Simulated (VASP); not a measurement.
# Zr2HS4 in VASP: further runs, part 2 of 2

VASP 6.6.1.

### 3 Single point, PBE+D3(BJ)

Contents of INCAR:

```
ALGO     = Normal         # electronic algorithm
DIPOL    = 0.5 0.5 0.278
EDIFF    = 1E-6           # SCF threshold, eV
ENCUT    = 400            # plane-wave cutoff, eV
GGA      = PE             # functional
GGA_COMPAT= False        
IDIPOL   = 3            
ISIF     = 2              # what is computed and relaxed
ISMEAR   = 0              # smearing method
IVDW     = 12             # dispersion correction
LASPH    = True           # aspherical terms in the spheres
LCHARG   = False          # write CHGCAR
LDIPOL   = True         
LREAL    = False          # projectors in reciprocal space
LWAVE    = False          # write WAVECAR
NBANDS   = 62             # bands
NELM     = 120            # most SCF steps
NELMDL   = -8           
PREC     = Accurate       # precision mode
SIGMA    = 0.05           # smearing width, eV
```

Contents of KPOINTS:

```
k-points
0
Gamma
  6 6 1
```

Contents of POSCAR:

```
Zr2HS4
1.0
    7.2976778227      0.0000000000      0.0000000000
   -3.6488389114      6.3199743831      0.0000000000
    0.0000000000      0.0000000000     20.9171506047
S Zr H
8 4 2
Direct
    0.3333333333      0.1666666667      0.1912306354
    0.3333333333      0.6666666667      0.1912306354
    0.8333333333      0.1666666667      0.1912306354
    0.8333333333      0.6666666667      0.1912306354
    0.1666666667      0.3333333333      0.3306927762
    0.1666666667      0.8333333333      0.3306927762
    0.6666666667      0.3333333333      0.3306927762
    0.6666666667      0.8333333333      0.3306927762
    0.0000000000      0.0000000000      0.2609617058
    0.0000000000      0.5000000000      0.2609617058
    0.5000000000      0.0000000000      0.2609617058
    0.5000000000      0.5000000000      0.2609617058
    0.2285069591      0.7714930409      0.3828031244
    0.4381597076      0.5618402924      0.3828031244
```

Potentials or basis: VASP PAW PBE potentials, release 64 (S, Zr_sv, H).

The run is started by

```sh
> cat potpaw_PBE.64/S/POTCAR potpaw_PBE.64/Zr_sv/POTCAR potpaw_PBE.64/H/POTCAR > POTCAR
> mpirun -np 1 vasp_std > vasp.out
```

OUTCAR:

```text
EDIFF = 1E-6
   ENCUT = 400
   GGA = PE
   ISIF = 2
   ISMEAR = 0
   IVDW = 12
   LASPH = True
   LREAL = False
   NELM = 120
   NELMDL = -8
   PREC = Accurate
 IVDW          = 12

 ion  position               nearest neighbor table
   1  0.333  0.167  0.191-   9 2.56  12 2.56  11 2.56
   2  0.333  0.667  0.191-  10 2.56  11 2.56  12 2.56
   3  0.833  0.167  0.191-  11 2.56  10 2.56   9 2.56
   4  0.833  0.667  0.191-  12 2.56   9 2.56  10 2.56
   5  0.167  0.333  0.331-  12 2.56   9 2.56  10 2.56
   6  0.167  0.833  0.331-  13 1.34  11 2.56  10 2.56   9 2.56
   7  0.667  0.333  0.331-  10 2.56  11 2.56  12 2.56
   8  0.667  0.833  0.331-   9 2.56  12 2.56  11 2.56
   9  0.000  0.000  0.261-   1 2.56   8 2.56   5 2.56   4 2.56   6 2.56   3 2.56  12 3.65  12 3.65
                            11 3.65  11 3.65  10 3.65  10 3.65
  10  0.000  0.500  0.261-   2 2.56   7 2.56   6 2.56   3 2.56   4 2.56   5 2.56  11 3.65  11 3.65
                            12 3.65  12 3.65   9 3.65   9 3.65
  11  0.500  0.000  0.261-   3 2.56   6 2.56   2 2.56   7 2.56   1 2.56   8 2.56  10 3.65  10 3.65
                             9 3.65   9 3.65  12 3.65  12 3.65
  12  0.500  0.500  0.261-   4 2.56   5 2.56   1 2.56   8 2.56   7 2.56   2 2.56   9 3.65   9 3.65
                            10 3.65  10 3.65  11 3.65  11 3.65
  13  0.229  0.771  0.383-   6 1.34
  14  0.438  0.562  0.383-

  LATTYP: Found a hexagonal cell.
 ALAT       =     7.2976778227
 C/A-ratio  =     2.8662748771

  Lattice vectors:

 A1 = (   7.2976778227,   0.0000000000,   0.0000000000)
 A2 = (  -3.6488389114,   6.3199743831,   0.0000000000)
 A3 = (   0.0000000000,   0.0000000000,  20.9171506047)

Analysis of symmetry for initial positions (statically):
=====================================================================
 Subroutine PRICEL returns:
 Original cell was already a primitive cell.

 Routine SETGRP: Setting up the symmetry group for a
 hexagonal supercell.

 Subroutine GETGRP returns: Found  2 space group operations
 (whereof  2 operations were pure point group operations)
[... 172 lines left out ...]
  ext. energy  EPLUGINS =         0.00000000
  ---------------------------------------------------
  free energy    TOTEN  =       -89.17332322 eV

  energy without entropy =      -89.16777209  energy(sigma->0) =      -89.17054765

 E-fermi :  -1.9175     XC(G=0):  -3.2446

 val. band max:       -1.9314712881   @ k =   0.5000   0.3333   0.0000
 cond. band min:      -1.8639726349   @ k =  -0.1667   0.1667   0.0000
 fundamental gap:      0.0674986532
 Fermi energy:        -1.9175258034

 k-point     1 :       0.0000    0.0000    0.0000
  band No.  band energies     occupation
      1     -51.7944      2.00000
      2     -51.7219      2.00000
      3     -51.6116      2.00000
      4     -51.6020      2.00000
      5     -29.9726      2.00000
      6     -29.9356      2.00000
[... 821 lines left out ...]
     60       0.5633      0.00000
     61       0.6125      0.00000
 [bands above 61 left out]

------------------------ aborting loop because EDIFF is reached ----------------------------------------

 vacuum level on the upper side and lower side of the slab       (xc-potential included)        -0.507         0.303

 Edisp (eV)   -3.13638

 E8    (eV) :    -1.3954

  FORCE on cell =-STRESS in cart. coord.  units (eV):
  Direction    XX          YY          ZZ          XY          YZ          ZX
  --------------------------------------------------------------------------------------
  -------------------------------------------------------------------------------------
  Total      -0.89618    -0.37639     2.01567     0.45015    -0.02266     0.03925
  in kB      -1.48834    -0.62509     3.34756     0.74760    -0.03764     0.06519
  external pressure =        0.41 kB  Pullay stress =        0.00 kB

 VOLUME and BASIS-vectors are now :
 -----------------------------------------------------------------------------
  energy-cutoff  :      400.00
  volume of cell :      964.72
      direct lattice vectors                 reciprocal lattice vectors
     7.297677823  0.000000000  0.000000000     0.137029891  0.079114245  0.000000000
    -3.648838911  6.319974383  0.000000000     0.000000000  0.158228489  0.000000000
     0.000000000  0.000000000 20.917150605     0.000000000  0.000000000  0.047807659

 POSITION                                       TOTAL-FORCE (eV/Angst)
 -----------------------------------------------------------------------------------
      1.82442      1.05333      4.00000        -0.160432      0.070838      0.102463
     -0.00000      4.21332      4.00000        -0.076119      0.043947      0.092258
      5.47326      1.05333      4.00000         0.095853     -0.055341     -0.117511
      3.64884      4.21332      4.00000        -0.141564      0.103519      0.102463
      0.00000      2.10666      6.91715        -0.327550      0.268549      0.578494
     -1.82442      5.26665      6.91715         0.196407     -0.113395      0.603260
      3.64884      2.10666      6.91715         0.065367     -0.037740      0.263121
      1.82442      5.26665      6.91715        -0.396345      0.149392      0.578494
      0.00000      0.00000      5.45858        -0.900882      0.520125     -0.589795
     -1.82442      3.15999      5.45858         0.338515     -0.985458     -0.676299
      3.64884      0.00000      5.45858         1.022689      0.199567     -0.676299
      1.82442      3.15999      5.45858         0.166573     -0.096171     -0.110431
     -1.14748      4.87582      8.00715         0.126297     -0.072917      0.799837
      1.14748      3.55082      8.00715        -0.008807      0.005085     -0.950055
 -----------------------------------------------------------------------------------
    total drift:                               -0.000040      0.000023      0.000799

  FREE ENERGIE OF THE ION-ELECTRON SYSTEM (eV)
  ---------------------------------------------------
  free  energy   TOTEN  =       -92.3097064645 eV

  energy  without entropy=      -92.3041553313  energy(sigma->0) =      -92.30693090

 vacuum level on the upper side and lower side of the slab         2.570         3.404
```

OSZICAR:

```text
N       E                     dE             d eps       ncg     rms          rms(c)
DAV:   1     0.807564724444E+03    0.80756E+03   -0.36748E+04  1980   0.100E+03
DAV:   2     0.168174392428E+02   -0.79075E+03   -0.77478E+03  2272   0.272E+02
DAV:   3    -0.890536614411E+02   -0.10587E+03   -0.10516E+03  2104   0.916E+01
[... 22 lines left out ...]
DAV:  26    -0.891732987790E+02   -0.73624E-05   -0.81254E-07  1286   0.140E-03    0.655E-04
DAV:  27    -0.891733083122E+02   -0.95332E-05   -0.23721E-07  1162   0.950E-04    0.468E-04
DAV:  28    -0.891733180799E+02   -0.97678E-05   -0.44837E-07  1270   0.955E-04    0.504E-04
DAV:  29    -0.891733200081E+02   -0.19282E-05   -0.30344E-08  1066   0.450E-04    0.482E-04
DAV:  30    -0.891733226194E+02   -0.26112E-05   -0.68118E-08  1136   0.423E-04    0.149E-04
DAV:  31    -0.891733232188E+02   -0.59948E-06   -0.16102E-08   902   0.264E-04
   1 F= -.92309706E+02 E0= -.92306931E+02  d E =-.555113E-02
```

stdout:

```text
POSCAR found type information on POSCAR S ZrH
 POSCAR found :  3 types and      14 ions
 scaLAPACK will be used
 LDA part: xc-table for (Slater+PW92), standard interpolation
 POSCAR, INCAR and KPOINTS ok, starting setup
 FFT: planning ... GRIDC
 FFT: planning ... GRID_SOFT
 FFT: planning ... GRID
 WAVECAR not read
 entering main loop
```

Wall time 23 min (1 thread of Oxide Virtual Turin-like, shared host); peak memory 0.87 GiB.

Results:

```
Free energy                : -92.3097 eV
Largest force              : 1.242 eV/Å
Band gap on the k mesh     : zero (bands 49 and 50 overlap by 0.02 eV)
Dispersion energy per atom : -0.224 eV
```

Forces in eV/Å, atoms in the order of the input:
```
S   -0.160  0.071  0.102
S   -0.076  0.044  0.092
S    0.096 -0.055 -0.118
S   -0.142  0.104  0.102
S   -0.328  0.269  0.578
S    0.196 -0.113  0.603
S    0.065 -0.038  0.263
S   -0.396  0.149  0.578
Zr  -0.901  0.520 -0.590
Zr   0.339 -0.985 -0.676
Zr   1.023  0.200 -0.676
Zr   0.167 -0.096 -0.110
H    0.126 -0.073  0.800
H   -0.009  0.005 -0.950
```

The gap in the log of VASP goes by the Fermi energy; the results here count the filled bands.